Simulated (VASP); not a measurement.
# V in VASP: further runs

The runs below take V through single point, with PBE.

Everything below comes from runs of VASP 6.6.1. Logs are shortened: lines on timing, memory, paths and dates and some standing lists are left out, and cuts for length are marked.

### 1 The cell of the first run

The structure is cubic, space group Im-3m (No. 229). The conventional cell has a = 3.026 Å, b = 3.026 Å, c = 3.026 Å, α = 90.00°, β = 90.00°, γ = 90.00°. V (site symmetry m-3m) has 14 V at 2.62 to 3.03 Å within 3.5 Å.

### 2 Single point, PBE, collinear spin, ferromagnetic start

INCAR reads:

```
PREC = Accurate ; ENCUT = 520
EDIFF = 1E-7 ; ISMEAR = -1
SIGMA = 0.03 ; LREAL = False
LASPH = True ; NELM = 150
ALGO = Normal ; ISIF = 2
LWAVE = False ; LCHARG = False
ISPIN = 2 ; MAGMOM = 1.5
LORBIT = 11 ; LMAXMIX = 4
GGA = PE ; NBANDS = 16
```

KPOINTS reads:

```
regular mesh
0
Gamma
  19 19 19
```

POSCAR reads:

```
V
1.0
   -1.5130000000      1.5130000000      1.5130000000
    1.5130000000     -1.5130000000      1.5130000000
    1.5130000000      1.5130000000     -1.5130000000
V
1
Direct
    0.0000000000      0.0000000000      0.0000000000
```

Potentials or basis: VASP PAW PBE potentials, release 64 (V_sv).

Run with:

```sh
> cat potpaw_PBE.64/V_sv/POTCAR > POTCAR
> mpirun -np 1 vasp_std > vasp.out
```

OUTCAR:

```text
PREC = Accurate
   ENCUT = 520
   EDIFF = 1E-7
   ISMEAR = -1
   LREAL = False
   LASPH = True
   NELM = 150
   ISIF = 2
   ISPIN = 2
   LORBIT = 11
   GGA = PE

 ion  position               nearest neighbor table
   1  0.000  0.000  0.000-

  LATTYP: Found a body centered cubic cell.
 ALAT       =     3.0260000000

  Lattice vectors:

 A1 = (  -1.5130000000,   1.5130000000,   1.5130000000)
 A2 = (   1.5130000000,  -1.5130000000,   1.5130000000)
 A3 = (   1.5130000000,   1.5130000000,  -1.5130000000)

Analysis of symmetry for initial positions (statically):
=====================================================================
 Subroutine PRICEL returns:
 Original cell was already a primitive cell.

 Routine SETGRP: Setting up the symmetry group for a
 body centered cubic supercell.

 Subroutine GETGRP returns: Found 48 space group operations
 (whereof 48 operations were pure point group operations)
 out of a pool of 48 trial point group operations.

The static configuration has the point symmetry O_h .

Analysis of symmetry for dynamics (positions and initial velocities):
=====================================================================
 Subroutine PRICEL returns:
 Original cell was already a primitive cell.

 Routine SETGRP: Setting up the symmetry group for a
 body centered cubic supercell.

 Subroutine GETGRP returns: Found 48 space group operations
 (whereof 48 operations were pure point group operations)
 out of a pool of 48 trial point group operations.

The dynamic configuration has the point symmetry O_h .

Analysis of structural, dynamic, and magnetic symmetry:
=====================================================================
 Subroutine PRICEL returns:
 Original cell was already a primitive cell.

 Routine SETGRP: Setting up the symmetry group for a
 body centered cubic supercell.

 Subroutine GETGRP returns: Found 48 space group operations
 (whereof 48 operations were pure point group operations)
 out of a pool of 48 trial point group operations.

The overall configuration has the point symmetry O_h .

 Subroutine INISYM returns: Found 48 space group operations
 (whereof 48 operations are pure point group operations),
 and found     1 'primitive' translations

----------------------------------------------------------------------------------------

                                     Primitive cell

  volume of cell :      13.8541

  direct lattice vectors                    reciprocal lattice vectors
    -1.513000000  1.513000000  1.513000000     0.000000000  0.330469266  0.330469266
     1.513000000 -1.513000000  1.513000000     0.330469266  0.000000000  0.330469266
     1.513000000  1.513000000 -1.513000000     0.330469266  0.330469266  0.000000000

  length of vectors
     2.620592872  2.620592872  2.620592872     0.467354118  0.467354118  0.467354118

  position of ions in fractional coordinates (direct lattice)
     0.000000000  0.000000000  0.000000000

  ion indices of the primitive-cell ions
   primitive index   ion index
                 1           1

----------------------------------------------------------------------------------------

 KPOINTS: regular mesh

Automatic generation of k-mesh.
 Grid dimensions read from file:
 generate k-points for:   19   19   19

 Generating k-lattice:

  Cartesian coordinates                     Fractional coordinates (reciprocal lattice)
     0.000000000  0.017393119  0.017393119     0.052631579  0.000000000  0.000000000
     0.017393119  0.000000000  0.017393119     0.000000000  0.052631579  0.000000000
     0.017393119  0.017393119  0.000000000     0.000000000  0.000000000  0.052631579

  Length of vectors
     0.024597585  0.024597585  0.024597585

  Shift w.r.t. Gamma in fractional coordinates (k-lattice)
     0.000000000  0.000000000  0.000000000

 Subroutine IBZKPT returns following result:
 ===========================================

 Found    220 irreducible k-points:

 Following reciprocal coordinates:
            Coordinates               Weight
  0.000000  0.000000  0.000000      1.000000
  0.052632  0.000000  0.000000     12.000000
  0.105263  0.000000  0.000000     12.000000
  0.157895  0.000000  0.000000     12.000000
  0.210526  0.000000  0.000000     12.000000
  0.263158  0.000000  0.000000     12.000000
[... 16 lines left out ...]
  0.263158  0.105263  0.000000     48.000000
  0.315789  0.105263  0.000000     48.000000
 [... further k-points ...]
   k-points           NKPTS =    220   k-points in BZ     NKDIM =    220   number of bands    NBANDS=     16
   number of dos      NEDOS =    301   number of ions     NIONS =      1
   total plane-waves  NPLWV =   8000
   dimension x,y,z NGX =    20 NGY =   20 NGZ =   20
   dimension x,y,z NGXF=    40 NGYF=   40 NGZF=   40
   ions per type =               1
   NGX,Y,Z   is equivalent  to a cutoff of  12.69, 12.69, 12.69 a.u.
   NGXF,Y,Z  is equivalent  to a cutoff of  25.38, 25.38, 25.38 a.u.
 SYSTEM =  unknown system
   PREC   = accura    normal or accurate (medium, high low for compatibility)
   ISTART =      0    job   : 0-new  1-cont  2-samecut
   ICHARG =      2    charge: 1-file 2-atom 10-const
   ISPIN  =      2    spin polarized calculation?
   LNONCOLLINEAR =      F non collinear calculations
   LSORBIT =      F    spin-orbit coupling
   LASPH  =      T    aspherical Exc in radial PAW
   ENCUT  =  520.0 eV  38.22 Ry    6.18 a.u.   4.87  4.87  4.87*2*pi/ulx,y,z
   NELM   =    150;   NELMIN=  2; NELMDL= -5     # of ELM steps
   EDIFF  = 0.1E-06   stopping-criterion for ELM
   LREAL  =      F    real-space projection
   EDIFFG = 0.1E-05   stopping-criterion for IOM
   NSW    =      0    number of steps for IOM
   IBRION =     -1    ionic relax: 0-MD 1-quasi-New 2-CG
   NFREE  =      0    steps in history (QN), initial steepest desc. (CG)
   ISIF   =      2    stress and relaxation
   ISYM   =      2    0-nonsym 1-usesym 2-fastsym
   POTIM  = 0.5000    time-step for ionic-motion
   TEBEG  =    0.0;   TEEND  =   0.0 temperature during run
   PSTRESS=    0.0 pullay stress
   NELECT =      13.0000    total number of electrons
   NUPDOWN=      -1.0000    fix difference up-down
   EMIN   =  10.00;   EMAX   =-10.00  energy-range for DOS
   EFERMI =   0.00;   METHOD = LEGACY
   ISMEAR =    -1;   SIGMA  =   0.03  broadening in eV -4-tet -1-fermi 0-gaus
[... 41 lines left out ...]
  band No.  band energies     occupation
      1     -54.3930      1.00000
      2     -27.7371      1.00000
      3     -27.7371      1.00000
      4     -27.7371      1.00000
      5       2.8372      1.00000
      6       9.7662      0.00000
[... 8 lines left out ...]
     15      36.4285      0.00000
     16      40.4678      0.00000

 k-point     2 :       0.0526    0.0000    0.0000
  band No.  band energies     occupation
      1     -54.3883      1.00000
      2     -27.7604      1.00000
      3     -27.7443      1.00000
      4     -27.7373      1.00000
      5       2.9466      1.00000
      6       9.7203      0.00001
[... 8 lines left out ...]
     15      36.6390      0.00000
     16      39.0977      0.00000

 k-point     3 :       0.1053    0.0000    0.0000
  band No.  band energies     occupation
      1     -54.3746      1.00000
      2     -27.8272      1.00000
      3     -27.7649      1.00000
      4     -27.7377      1.00000
      5       3.2672      1.00000
      6       9.5895      0.00040
[... 8 lines left out ...]
     15      36.8844      0.00000
     16      37.4259      0.00000

 k-point     4 :       0.1579    0.0000    0.0000
  band No.  band energies     occupation
      1     -54.3534      1.00000
      2     -27.9295      1.00000
      3     -27.7966      1.00000
      4     -27.7384      1.00000
      5       3.7744      1.00000
      6       9.3937      0.21694
[... 8 lines left out ...]
     15      35.7467      0.00000
     16      36.2097      0.00000
[... 324 lines left out ...]
 k-point    22 :       0.2105    0.1053    0.0000
  band No.  band energies     occupation
      1     -54.2891      1.00000
      2     -28.2125      1.00000
      3     -27.8829      1.00000
      4     -27.7691      1.00000
      5       5.3864      1.00000
      6       8.9011      1.00000
[... 8 lines left out ...]
     15      35.8983      0.00000
     16      37.3936      0.00000

 k-point    23 :       0.2632    0.1053    0.0000
  band No.  band energies     occupation
      1     -54.2623      1.00000
      2     -28.3244      1.00000
      3     -27.9312      1.00000
      4     -27.7713      1.00000
      5       5.9984      1.00000
      6       8.6804      1.00000
[... 8 lines left out ...]
     15      36.3878      0.00000
     16      37.3827      0.00000

 k-point    24 :       0.3158    0.1053    0.0000
  band No.  band energies     occupation
      1     -54.2391      1.00000
      2     -28.4196      1.00000
      3     -27.9735      1.00000
      4     -27.7730      1.00000
      5       6.3774      1.00000
      6       8.5085      1.00000
[... 8 lines left out ...]
     15      36.5716      0.00000
     16      37.6429      0.00000

 [... further k-points ...]

 spin component 2

 k-point     1 :       0.0000    0.0000    0.0000
  band No.  band energies     occupation
      1     -54.3929      1.00000
      2     -27.7370      1.00000
      3     -27.7370      1.00000
      4     -27.7370      1.00000
      5       2.8372      1.00000
      6       9.7664      0.00000
[... 8 lines left out ...]
     15      36.4285      0.00000
     16      40.4679      0.00000

 k-point     2 :       0.0526    0.0000    0.0000
  band No.  band energies     occupation
      1     -54.3882      1.00000
      2     -27.7603      1.00000
      3     -27.7442      1.00000
      4     -27.7372      1.00000
      5       2.9467      1.00000
      6       9.7204      0.00001
[... 8 lines left out ...]
     15      36.6391      0.00000
     16      39.0978      0.00000

 k-point     3 :       0.1053    0.0000    0.0000
  band No.  band energies     occupation
      1     -54.3745      1.00000
      2     -27.8271      1.00000
      3     -27.7648      1.00000
      4     -27.7376      1.00000
      5       3.2673      1.00000
      6       9.5897      0.00040
[... 8 lines left out ...]
     15      36.8845      0.00000
     16      37.4260      0.00000

 k-point     4 :       0.1579    0.0000    0.0000
  band No.  band energies     occupation
      1     -54.3533      1.00000
      2     -27.9294      1.00000
      3     -27.7964      1.00000
      4     -27.7383      1.00000
      5       3.7745      1.00000
      6       9.3938      0.21619
[... 8 lines left out ...]
     15      35.7468      0.00000
     16      36.2098      0.00000
[... 324 lines left out ...]
 k-point    22 :       0.2105    0.1053    0.0000
  band No.  band energies     occupation
      1     -54.2890      1.00000
      2     -28.2124      1.00000
      3     -27.8828      1.00000
      4     -27.7690      1.00000
      5       5.3865      1.00000
      6       8.9012      1.00000
[... 8 lines left out ...]
     15      35.8983      0.00000
     16      37.3937      0.00000

 k-point    23 :       0.2632    0.1053    0.0000
  band No.  band energies     occupation
      1     -54.2622      1.00000
      2     -28.3243      1.00000
      3     -27.9311      1.00000
      4     -27.7712      1.00000
      5       5.9984      1.00000
      6       8.6805      1.00000
[... 8 lines left out ...]
     15      36.3879      0.00000
     16      37.3828      0.00000

 k-point    24 :       0.3158    0.1053    0.0000
  band No.  band energies     occupation
      1     -54.2390      1.00000
      2     -28.4195      1.00000
      3     -27.9734      1.00000
      4     -27.7729      1.00000
      5       6.3775      1.00000
      6       8.5086      1.00000
[... 8 lines left out ...]
     15      36.5717      0.00000
     16      37.6429      0.00000

 [... further k-points ...]

------------------------ aborting loop because EDIFF is reached ----------------------------------------

  FORCE on cell =-STRESS in cart. coord.  units (eV):
  Direction    XX          YY          ZZ          XY          YZ          ZX
  --------------------------------------------------------------------------------------
  -------------------------------------------------------------------------------------
  Total       -0.4245815     -0.4245815     -0.4245815      0.0000000      0.0000000     -0.0000000
  in kB      -49.1015134    -49.1015134    -49.1015134      0.0000000      0.0000000     -0.0000000
  external PRESSURE =     -49.1015134 kB  Pullay stress =       0.0000000 kB

 VOLUME and BASIS-vectors are now :
 -----------------------------------------------------------------------------
  energy-cutoff  :      520.00
  volume of cell :       13.85
      direct lattice vectors                 reciprocal lattice vectors
    -1.513000000  1.513000000  1.513000000     0.000000000  0.330469266  0.330469266
     1.513000000 -1.513000000  1.513000000     0.330469266  0.000000000  0.330469266
     1.513000000  1.513000000 -1.513000000     0.330469266  0.330469266  0.000000000

 POSITION                                       TOTAL-FORCE (eV/Angst)
 -----------------------------------------------------------------------------------
      0.00000      0.00000      0.00000         0.000000     -0.000000     -0.000000
 -----------------------------------------------------------------------------------
    total drift:                                0.000000     -0.000000      0.000000

  FREE ENERGIE OF THE ION-ELECTRON SYSTEM (eV)
  ---------------------------------------------------
  free  energy   TOTEN  =        -8.9888846859 eV

  energy  without entropy=       -8.9834318328  energy(sigma->0) =       -8.98615826

 total charge

# of ion       s       p       d       tot
------------------------------------------
    1        2.333   6.212   3.058  11.604

 magnetization (x)

# of ion       s       p       d       tot
------------------------------------------
    1        0.000   0.000   0.000   0.000
```

Wall time 75 s (1 thread of Intel Xeon Platinum 8259CL at 2.50GHz (Skylake/Cascade Lake), shared host); peak memory 0.18 GiB.

What came out:

```
Free energy                                           : -8.9889 eV
Pressure                                              : -4.9 GPa
Net moment                                            : 0.00 μB per cell
Valence electrons inside the program's atomic spheres : V 11.60
```

Levels at points of the mesh, in eV from the Fermi level:
Spin up:
| k point | band 3 | band 4 | band 5 | band 6 | band 7 | band 8 | band 9 | band 10 | band 11 | band 12 |
| --- | --- | --- | --- | --- | --- | --- | --- | --- | --- | --- |
| (0.00, 0.00, 0.00) | -37.09 | -37.09 | -6.52 | 0.41 | 0.41 | 0.41 | 2.35 | 2.35 | 20.27 | 20.27 |
Spin down:
```tsv
k point	band 3	band 4	band 5	band 6	band 7	band 8	band 9	band 10	band 11	band 12
(0.00, 0.00, 0.00)	-37.09	-37.09	-6.52	0.41	0.41	0.41	2.35	2.35	20.27	20.27
```

### 3 Single point, PBE, non-collinear spin, typed start, spin-orbit coupling

INCAR reads:

```
SYSTEM = V
ALGO     = Normal         ! electronic algorithm
EDIFF    = 1E-6           ! SCF threshold, eV
ENCUT    = 520            ! plane-wave cutoff, eV
GGA      = PE             ! functional
GGA_COMPAT= .FALSE.      
ISIF     = 2              ! what is computed and relaxed
ISMEAR   = -1             ! smearing method
LASPH    = .TRUE.         ! aspherical terms in the spheres
LCHARG   = .FALSE.        ! write CHGCAR
LMAXMIX  = 4              ! l up to which the mixer works
LORBIT   = 11             ! projections on sites
LORBMOM  = .TRUE.       
LREAL    = .FALSE.        ! projectors in reciprocal space
LSORBIT  = .TRUE.         ! spin-orbit coupling
LWAVE    = .FALSE.        ! write WAVECAR
MAGMOM   = 0 0 1.5        ! initial moments
NBANDS   = 24             ! bands
NELM     = 150            ! most SCF steps
PREC     = Accurate       ! precision mode
SIGMA    = 0.03           ! smearing width, eV
```

KPOINTS reads:

```
k-points
0
G
  19 19 19
  0 0 0
```

POSCAR is that of step 2.

Potentials or basis: VASP PAW PBE potentials, release 64 (V_sv).

Run with:

```sh
> cat potpaw_PBE.64/V_sv/POTCAR > POTCAR
> mpirun -np 1 vasp_ncl > vasp.out
```

Wall time 9.3 min (1 thread of Intel Xeon Platinum 8259CL at 2.50GHz (Skylake/Cascade Lake), shared host); peak memory 0.48 GiB.

The run converged. Its results:

- Free energy: -8.9975 eV
- Pressure: -4.9 GPa
- Net moment: 0.00 μB per cell
- Valence electrons inside the program's atomic spheres: V 11.60

Moments on the atoms (μB; x, y, z):
```
V   0.00 0.00 0.00
```

### 4 Single point, PBE, collinear spin, ferromagnetic start (zz strain of -3 %)

INCAR reads:

```
SYSTEM = V
PREC     = Accurate       ! precision mode
ENCUT    = 520            ! plane-wave cutoff, eV
EDIFF    = 1E-6           ! SCF threshold, eV
ISMEAR   = -1             ! smearing method
SIGMA    = 0.03           ! smearing width, eV
LREAL    = .False.        ! projectors in reciprocal space
LASPH    = .True.         ! aspherical terms in the spheres
NELM     = 150            ! most SCF steps
ALGO     = Normal         ! electronic algorithm
ISIF     = 2              ! what is computed and relaxed
LWAVE    = .False.        ! write WAVECAR
LCHARG   = .True.         ! write CHGCAR
ISPIN    = 2              ! spin polarisation
MAGMOM   = 1.5            ! initial moments
LORBIT   = 11             ! projections on sites
LMAXMIX  = 4              ! l up to which the mixer works
GGA      = PE             ! functional
LELF     = .True.         ! ELF
LVHAR    = .True.       
NBANDS   = 16             ! bands
```

KPOINTS reads:

```
regular mesh
0
Gamma
  19 19 19
  0 0 0
```

POSCAR reads:

```
V
1.0
   -1.5130000000      1.5130000000      1.4676100000
    1.5130000000     -1.5130000000      1.4676100000
    1.5130000000      1.5130000000     -1.4676100000
V
1
Direct
    0.0000000000      0.0000000000      0.0000000000
```

Run with:

```sh
> cat potpaw_PBE.64/V_sv/POTCAR > POTCAR
> mpirun -np 1 vasp_std > vasp.out
```

Run time: 2 min. Hardware: 1 thread of Intel Xeon 6975P-C, shared host; peak memory 0.27 GiB.

It converged, with:

| Item | Value |
| --- | --- |
| Free energy | -8.9915 eV |
| Pressure | 0.5 GPa |
| Net moment | 0.00 μB per cell |
| Valence electrons inside the program's atomic spheres | V 11.66 |

Stress tensor (GPa, compression positive):
```
-0.80  0.00  0.00
 0.00 -0.80  0.00
 0.00  0.00  2.95
```

Levels at points of the mesh, in eV from the Fermi level:
Spin up:
```
           k point  band 2  band 3  band 4  band 5  band 6  band 7  band 8  band 9  band 10  band 11
(0.00, 0.00, 0.00)  -37.01  -37.01  -37.01   -6.59    0.25    0.50    0.50    2.28     2.57    20.30
```
Spin down:
| k point | band 4 | band 5 | band 6 | band 7 | band 8 | band 9 |
| --- | --- | --- | --- | --- | --- | --- |
| (0.00, 0.00, 0.00) | -37.01 | -6.59 | 0.25 | 0.50 | 0.50 | 2.28 |

Caveat: the cell differs from its parent crystal (zz strain of -3 %).

### 5 Overview

```csv
spin,cell,gap on the mesh (eV),pressure (GPa),moment (μB)
"collinear, ferromagnetic start","a = 2.621 Å, angles 109.5°, 1 atom",none,-4.9,0.00
"non-collinear, typed start, SOC","a = 2.621 Å, angles 109.5°, 1 atom",-,-4.9,0.00
"collinear, ferromagnetic start","a = 2.595 Å, angles 108.7, 108.7, 111.1°, 1 atom",none,0.5,0.00
```

Alike in all rows: task single point; level PBE; potentials or basis VASP PAW PBE potentials, release 64 (V_sv); k mesh 19 × 19 × 19; cutoff (eV) 520; smearing fermi-dirac 0.03 eV.

Absolute energies hang on the potentials; compare differences alone.
